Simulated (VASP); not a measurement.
# MnS (Fm-3m) in VASP: notebook

The runs below take MnS through single point, with revPBE, LDA.

Program: VASP 6.6.1. These are calculated values, not measurements. Logs are shortened: lines on timing, memory, paths and dates and some standing lists are left out, and cuts for length are marked.

## Step 1: The cell of the first run

The structure is cubic, space group Fm-3m (No. 225). The conventional cell has a = 5.201 Å, b = 5.201 Å, c = 5.201 Å, α = 90.00°, β = 90.00°, γ = 90.00°. Mn (site symmetry m-3m) has 6 S at 2.60 Å within 3.4 Å. S (site symmetry m-3m) has 6 Mn at 2.60 Å within 3.4 Å.

## Step 2: Single point, revPBE, collinear spin, ferromagnetic start

INCAR reads:

```
  PREC = Accurate
  ENCUT = 520
  EDIFF = 1E-7
  ISMEAR = -1
  SIGMA = 0.05
  LREAL = F
  LASPH = T
  NELM = 150
  ALGO = Normal
  ISIF = 2
  LWAVE = F
  LCHARG = T
  ISPIN = 2
  MAGMOM = 4 0
  LORBIT = 11
  LMAXMIX = 4
  GGA = RE
  LELF = T
  LVHAR = T
  NBANDS = 20
```

KPOINTS reads:

```
regular mesh
0
Gamma
  9 9 9
```

POSCAR reads:

```
MnS
1.0
    0.0000000000      2.6004035757      2.6004035757
    2.6004035757      0.0000000000      2.6004035757
    2.6004035757      2.6004035757      0.0000000000
Mn S
1 1
Direct
    0.0000000000      0.0000000000      0.0000000000
    0.5000000000      0.5000000000      0.5000000000
```

Potentials or basis: VASP PAW PBE potentials, release 64 (Mn_pv, S).

The run is started by

```sh
$ cat potpaw_PBE.64/Mn_pv/POTCAR potpaw_PBE.64/S/POTCAR > POTCAR
$ mpirun -np 1 vasp_std > vasp.out
```

OUTCAR:

```text
PREC = Accurate
   ENCUT = 520
   EDIFF = 1E-7
   ISMEAR = -1
   LREAL = F
   LASPH = T
   NELM = 150
   ISIF = 2
   ISPIN = 2
   LORBIT = 11
   GGA = RE

 ion  position               nearest neighbor table
   1  0.000  0.000  0.000-   2 2.60   2 2.60   2 2.60   2 2.60   2 2.60   2 2.60
   2  0.500  0.500  0.500-   1 2.60   1 2.60   1 2.60   1 2.60   1 2.60   1 2.60

  LATTYP: Found a face centered cubic cell.
 ALAT       =     5.2008071514

  Lattice vectors:

 A1 = (   0.0000000000,   2.6004035757,   2.6004035757)
 A2 = (   2.6004035757,   0.0000000000,   2.6004035757)
 A3 = (   2.6004035757,   2.6004035757,   0.0000000000)

Analysis of symmetry for initial positions (statically):
=====================================================================
 Subroutine PRICEL returns:
 Original cell was already a primitive cell.

 Routine SETGRP: Setting up the symmetry group for a
 face centered cubic supercell.

 Subroutine GETGRP returns: Found 48 space group operations
 (whereof 48 operations were pure point group operations)
 out of a pool of 48 trial point group operations.

The static configuration has the point symmetry O_h .

Analysis of symmetry for dynamics (positions and initial velocities):
=====================================================================
 Subroutine PRICEL returns:
 Original cell was already a primitive cell.

 Routine SETGRP: Setting up the symmetry group for a
 face centered cubic supercell.

 Subroutine GETGRP returns: Found 48 space group operations
 (whereof 48 operations were pure point group operations)
 out of a pool of 48 trial point group operations.

The dynamic configuration has the point symmetry O_h .

Analysis of structural, dynamic, and magnetic symmetry:
=====================================================================
 Subroutine PRICEL returns:
 Original cell was already a primitive cell.

 Routine SETGRP: Setting up the symmetry group for a
 face centered cubic supercell.

 Subroutine GETGRP returns: Found 48 space group operations
 (whereof 48 operations were pure point group operations)
 out of a pool of 48 trial point group operations.

The overall configuration has the point symmetry O_h .

 Subroutine INISYM returns: Found 48 space group operations
 (whereof 48 operations are pure point group operations),
 and found     1 'primitive' translations

----------------------------------------------------------------------------------------

                                     Primitive cell

  volume of cell :      35.1684

  direct lattice vectors                    reciprocal lattice vectors
     0.000000000  2.600403576  2.600403576    -0.192277847  0.192277847  0.192277847
     2.600403576  0.000000000  2.600403576     0.192277847 -0.192277847  0.192277847
     2.600403576  2.600403576  0.000000000     0.192277847  0.192277847 -0.192277847

  length of vectors
     3.677526004  3.677526004  3.677526004     0.333035000  0.333035000  0.333035000

  position of ions in fractional coordinates (direct lattice)
     0.000000000  0.000000000  0.000000000
     0.500000000  0.500000000  0.500000000

  ion indices of the primitive-cell ions
   primitive index   ion index
                 1           1
                 2           2

----------------------------------------------------------------------------------------

 KPOINTS: regular mesh

Automatic generation of k-mesh.
 Grid dimensions read from file:
 generate k-points for:    9    9    9

 Generating k-lattice:

  Cartesian coordinates                     Fractional coordinates (reciprocal lattice)
    -0.021364205  0.021364205  0.021364205     0.111111111  0.000000000  0.000000000
     0.021364205 -0.021364205  0.021364205     0.000000000  0.111111111  0.000000000
     0.021364205  0.021364205 -0.021364205     0.000000000  0.000000000  0.111111111

  Length of vectors
     0.037003889  0.037003889  0.037003889

  Shift w.r.t. Gamma in fractional coordinates (k-lattice)
     0.000000000  0.000000000  0.000000000

 Subroutine IBZKPT returns following result:
 ===========================================

 Found     35 irreducible k-points:

 Following reciprocal coordinates:
            Coordinates               Weight
  0.000000  0.000000  0.000000      1.000000
  0.111111  0.000000  0.000000      8.000000
  0.222222  0.000000  0.000000      8.000000
  0.333333  0.000000  0.000000      8.000000
  0.444444  0.000000  0.000000      8.000000
  0.111111  0.111111  0.000000      6.000000
[... 16 lines left out ...]
 -0.333333  0.333333  0.000000     12.000000
  0.444444  0.444444  0.000000      6.000000
 [... further k-points ...]
   k-points           NKPTS =     35   k-points in BZ     NKDIM =     35   number of bands    NBANDS=     20
   number of dos      NEDOS =    301   number of ions     NIONS =      2
   total plane-waves  NPLWV =  21952
   dimension x,y,z NGX =    28 NGY =   28 NGZ =   28
   dimension x,y,z NGXF=    56 NGYF=   56 NGZF=   56
   ions per type =               1   1
   NGX,Y,Z   is equivalent  to a cutoff of  12.66, 12.66, 12.66 a.u.
   NGXF,Y,Z  is equivalent  to a cutoff of  25.32, 25.32, 25.32 a.u.
 SYSTEM =  unknown system
   PREC   = accura    normal or accurate (medium, high low for compatibility)
   ISTART =      0    job   : 0-new  1-cont  2-samecut
   ICHARG =      2    charge: 1-file 2-atom 10-const
   ISPIN  =      2    spin polarized calculation?
   LNONCOLLINEAR =      F non collinear calculations
   LSORBIT =      F    spin-orbit coupling
   LASPH  =      T    aspherical Exc in radial PAW
   ENCUT  =  520.0 eV  38.22 Ry    6.18 a.u.   6.84  6.84  6.84*2*pi/ulx,y,z
   NELM   =    150;   NELMIN=  2; NELMDL= -5     # of ELM steps
   EDIFF  = 0.1E-06   stopping-criterion for ELM
   LREAL  =      F    real-space projection
   EDIFFG = 0.1E-05   stopping-criterion for IOM
   NSW    =      0    number of steps for IOM
   IBRION =     -1    ionic relax: 0-MD 1-quasi-New 2-CG
   NFREE  =      0    steps in history (QN), initial steepest desc. (CG)
   ISIF   =      2    stress and relaxation
   ISYM   =      2    0-nonsym 1-usesym 2-fastsym
   POTIM  = 0.5000    time-step for ionic-motion
   TEBEG  =    0.0;   TEEND  =   0.0 temperature during run
   PSTRESS=    0.0 pullay stress
   NELECT =      19.0000    total number of electrons
   NUPDOWN=      -1.0000    fix difference up-down
   EMIN   =  10.00;   EMAX   =-10.00  energy-range for DOS
   EFERMI =   0.00;   METHOD = LEGACY
   ISMEAR =    -1;   SIGMA  =   0.05  broadening in eV -4-tet -1-fermi 0-gaus
   EFERMI_NEDOS =   21; number of points for ismear=-14 and -15
   IALGO  =     38    algorithm
   IMIX   =      4    mixing-type and parameters
     AMIX     =   0.40;   BMIX     =  1.00
     AMIX_MAG =   1.60;   BMIX_MAG =  1.00
  volume/ion in A,a.u.               =      17.58       118.66
  Fermi-wavevector in a.u.,A,eV,Ry     =   1.333343  2.519653 24.188492  1.777804
  Thomas-Fermi vector in A             =   2.462209
   LORBIT       =     11    0 simple, 1 ext, 2 COOP (PROOUT), +10 PAW based schemes
   GGA     = RE    functional components
   LHFCALC =     F    Hartree Fock is set to
   AEXX    =    0.0000 exact exchange contribution
   IVDW    =     0    specifies the selected vdW correction
   LEPSILON=     F    determine dielectric tensor
   LRPA    =     F    only Hartree local field effects (RPA)
 spin polarized calculation
  energy-cutoff  :      520.00
  volume of cell :       35.17
 maximum number of plane-waves:       958
   NGX = 13   NGY = 13   NGZ = 13

 number of electron      18.9999990 magnetization       4.7451565

 Free energy of the ion-electron system (eV)
  ---------------------------------------------------
  ext. energy  EPLUGINS =         0.00000000
  ---------------------------------------------------
  free energy    TOTEN  =       -13.54326629 eV

  energy without entropy =      -13.53713825  energy(sigma->0) =      -13.54020227

 E-fermi :   6.7958     XC(G=0): -10.5569

 val. band max:        6.7691543701   @ k =  -0.3333   0.2222   0.0000
 cond. band min:       6.8891985239   @ k =   0.4444   0.3333   0.1111
 fundamental gap:      0.1200441538
 Fermi energy:         6.7958059872

 spin component 1

 k-point     1 :       0.0000    0.0000    0.0000
  band No.  band energies     occupation
      1     -44.0048      1.00000
      2     -44.0048      1.00000
      3     -44.0048      1.00000
      4      -7.8308      1.00000
      5       3.3492      1.00000
      6       3.3492      1.00000
[... 12 lines left out ...]
     19      18.5396      0.00000
     20      19.0231      0.00000

 k-point     2 :       0.1111    0.0000    0.0000
  band No.  band energies     occupation
      1     -44.0057      1.00000
      2     -44.0049      1.00000
      3     -44.0049      1.00000
      4      -7.7056      1.00000
      5       3.0531      1.00000
      6       3.0907      1.00000
[... 12 lines left out ...]
     19      18.1844      0.00000
     20      19.5302      0.00000

 k-point     3 :       0.2222    0.0000    0.0000
  band No.  band energies     occupation
      1     -44.0081      1.00000
      2     -44.0053      1.00000
      3     -44.0053      1.00000
      4      -7.3586      1.00000
      5       1.9261      1.00000
      6       2.5488      1.00000
[... 12 lines left out ...]
     19      18.1218      0.00000
     20      21.9181      0.00000

 k-point     4 :       0.3333    0.0000    0.0000
  band No.  band energies     occupation
      1     -44.0108      1.00000
      2     -44.0057      1.00000
      3     -44.0057      1.00000
      4      -6.8912      1.00000
      5       0.6364      1.00000
      6       2.1218      1.00000
[... 429 lines left out ...]
 k-point    23 :      -0.3333    0.3333    0.0000
  band No.  band energies     occupation
      1     -44.0103      1.00000
      2     -44.0101      1.00000
      3     -44.0068      1.00000
      4      -6.3050      1.00000
      5       0.7735      1.00000
      6       1.3584      1.00000
[... 12 lines left out ...]
     19      23.3399      0.00000
     20      24.5920      0.00000

 k-point    24 :       0.4444    0.4444    0.0000
  band No.  band energies     occupation
      1     -44.0120      1.00000
      2     -44.0078      1.00000
      3     -44.0078      1.00000
      4      -6.4037      1.00000
      5       0.8200      1.00000
      6       2.8492      1.00000
[... 12 lines left out ...]
     19      21.4501      0.00000
     20      21.4501      0.00000

 [... further k-points ...]

 spin component 2

 k-point     1 :       0.0000    0.0000    0.0000
  band No.  band energies     occupation
      1     -39.4148      1.00000
      2     -39.4148      1.00000
      3     -39.4148      1.00000
      4      -7.5263      1.00000
      5       5.1156      1.00000
      6       5.1156      1.00000
[... 12 lines left out ...]
     19      19.5819      0.00000
     20      20.8477      0.00000

 k-point     2 :       0.1111    0.0000    0.0000
  band No.  band energies     occupation
      1     -39.4160      1.00000
      2     -39.4149      1.00000
      3     -39.4149      1.00000
      4      -7.4071      1.00000
      5       4.2520      1.00000
      6       4.7669      1.00000
[... 12 lines left out ...]
     19      18.7389      0.00000
     20      21.0139      0.00000

 k-point     3 :       0.2222    0.0000    0.0000
  band No.  band energies     occupation
      1     -39.4193      1.00000
      2     -39.4154      1.00000
      3     -39.4154      1.00000
      4      -7.0783      1.00000
      5       2.7322      1.00000
      6       4.1795      1.00000
[... 12 lines left out ...]
     19      19.3590      0.00000
     20      22.5817      0.00000

 k-point     4 :       0.3333    0.0000    0.0000
  band No.  band energies     occupation
      1     -39.4231      1.00000
      2     -39.4159      1.00000
      3     -39.4159      1.00000
      4      -6.6412      1.00000
      5       1.3641      1.00000
      6       3.7109      1.00000
[... 429 lines left out ...]
 k-point    23 :      -0.3333    0.3333    0.0000
  band No.  band energies     occupation
      1     -39.4223      1.00000
      2     -39.4219      1.00000
      3     -39.4175      1.00000
      4      -6.0660      1.00000
      5       1.5478      1.00000
      6       1.9307      1.00000
[... 12 lines left out ...]
     19      24.3250      0.00000
     20      25.6023      0.00000

 k-point    24 :       0.4444    0.4444    0.0000
  band No.  band energies     occupation
      1     -39.4245      1.00000
      2     -39.4188      1.00000
      3     -39.4188      1.00000
      4      -6.1327      1.00000
      5       1.2488      1.00000
      6       3.6216      1.00000
[... 12 lines left out ...]
     19      21.8937      0.00000
     20      21.8937      0.00000

 [... further k-points ...]

------------------------ aborting loop because EDIFF is reached ----------------------------------------

  FORCE on cell =-STRESS in cart. coord.  units (eV):
  Direction    XX          YY          ZZ          XY          YZ          ZX
  --------------------------------------------------------------------------------------
  -------------------------------------------------------------------------------------
  Total       -0.0068650     -0.0068650     -0.0068650      0.0000000      0.0000000     -0.0000000
  in kB       -0.3127506     -0.3127506     -0.3127506      0.0000000      0.0000000     -0.0000000
  external PRESSURE =      -0.3127506 kB  Pullay stress =       0.0000000 kB

 VOLUME and BASIS-vectors are now :
 -----------------------------------------------------------------------------
  energy-cutoff  :      520.00
  volume of cell :       35.17
      direct lattice vectors                 reciprocal lattice vectors
     0.000000000  2.600403576  2.600403576    -0.192277847  0.192277847  0.192277847
     2.600403576  0.000000000  2.600403576     0.192277847 -0.192277847  0.192277847
     2.600403576  2.600403576  0.000000000     0.192277847  0.192277847 -0.192277847

 POSITION                                       TOTAL-FORCE (eV/Angst)
 -----------------------------------------------------------------------------------
      0.00000      0.00000      0.00000         0.000000      0.000000     -0.000000
      2.60040      2.60040      2.60040         0.000000      0.000000      0.000000
 -----------------------------------------------------------------------------------
    total drift:                               -0.000000      0.000000      0.000000

  FREE ENERGIE OF THE ION-ELECTRON SYSTEM (eV)
  ---------------------------------------------------
  free  energy   TOTEN  =       -13.5432662872 eV

  energy  without entropy=      -13.5371382459  energy(sigma->0) =      -13.54020227

 total charge

# of ion       s       p       d       tot
------------------------------------------
    1        0.212   6.162   4.922  11.296
    2        1.329   2.417   0.000   3.746
--------------------------------------------------
tot          1.540   8.580   4.922  15.042

 magnetization (x)

# of ion       s       p       d       tot
------------------------------------------
    1        0.052   0.040   4.195   4.286
    2        0.026   0.079   0.000   0.106
--------------------------------------------------
tot          0.078   0.119   4.195   4.392
```

Run time: 1.8 min. Hardware: 1 thread of Intel Xeon Platinum 8375C at 2.90GHz (Ice Lake), shared host; peak memory 0.19 GiB.

What came out:

```yaml
Free_energy: -13.5433 eV
Pressure: 0.0 GPa
Net_moment: 4.75 μB per cell
Site_moments: Mn +4.29; S +0.11 μB
Valence_electrons_inside_the_program's_atomic_spheres: Mn 11.30; S 3.75
```

Caveat: the PAW data sets were made with another functional, which shifts forces and pressure a little; a cell with one magnetic atom can't hold antiferromagnetic order, which such compounds often take; semilocal functionals often make such compounds metallic where correlation or magnetic order opens a gap, which also shifts bond lengths.

## Step 3: Single point, LDA, collinear spin, ferromagnetic start

This run uses another cell than the first one, of 17.67 Å³/atom, 1.005 times its volume.

INCAR reads:

```
SYSTEM = MnS
PREC = Accurate
ENCUT = 520
EDIFF = 1E-7
ISMEAR = -1
SIGMA = 0.05
LREAL = .FALSE.
LASPH = .TRUE.
NELM = 150
ALGO = Normal
ISIF = 2
LWAVE = .FALSE.
LCHARG = .FALSE.
ISPIN = 2
MAGMOM = 4 0
LORBIT = 11
LMAXMIX = 4
GGA = CA
NBANDS = 20
```

KPOINTS reads:

```
Automatic mesh
0
G
  9 9 9
  0 0 0
```

POSCAR reads:

```
MnS
1.0
    0.0000000000      2.6045000000      2.6045000000
    2.6045000000      0.0000000000      2.6045000000
    2.6045000000      2.6045000000      0.0000000000
Mn S
1 1
Direct
    0.0000000000      0.0000000000      0.0000000000
    0.5000000000      0.5000000000      0.5000000000
```

Potentials or basis: VASP PAW LDA potentials, release 64 (Mn_pv, S).

The run is started by

```sh
$ cat potpaw_LDA.64/Mn_pv/POTCAR potpaw_LDA.64/S/POTCAR > POTCAR
$ mpirun -np 1 vasp_std > vasp.out
```

It took 91 s on 1 thread of Intel Xeon Platinum 8375C at 2.90GHz (Ice Lake), shared host; peak memory 0.16 GiB.

The run converged. Its results:

| Quantity | Value |
| --- | --- |
| Free energy | -14.9790 eV |
| Pressure | -12.4 GPa |
| Net moment | 4.50 μB per cell |
| Site moments | Mn +4.06; S +0.09 μB |
| Valence electrons inside the program's atomic spheres | Mn 11.35; S 3.69 |

Levels at points of the mesh, in eV from the Fermi level:
Spin up:
```
           k point  band 9  band 10  band 11  band 12  band 13  band 14  band 15  band 16
(0.00, 0.00, 0.00)   -2.99    -1.82    -1.82    -1.82     1.75     8.69     8.69     8.69
```
Spin down:
```csv
k point,band 4,band 5,band 6,band 7,band 8,band 9,band 10,band 11
"(0.00, 0.00, 0.00)",-14.17,-1.57,-1.57,-1.57,0.04,0.04,0.04,0.16
```

Caveat: a cell with one magnetic atom can't hold antiferromagnetic order, which such compounds often take; semilocal functionals often make such compounds metallic where correlation or magnetic order opens a gap, which also shifts bond lengths. With open d or f shells a metallic result of LDA can be an artefact of self-interaction; +U or a hybrid may open a gap.
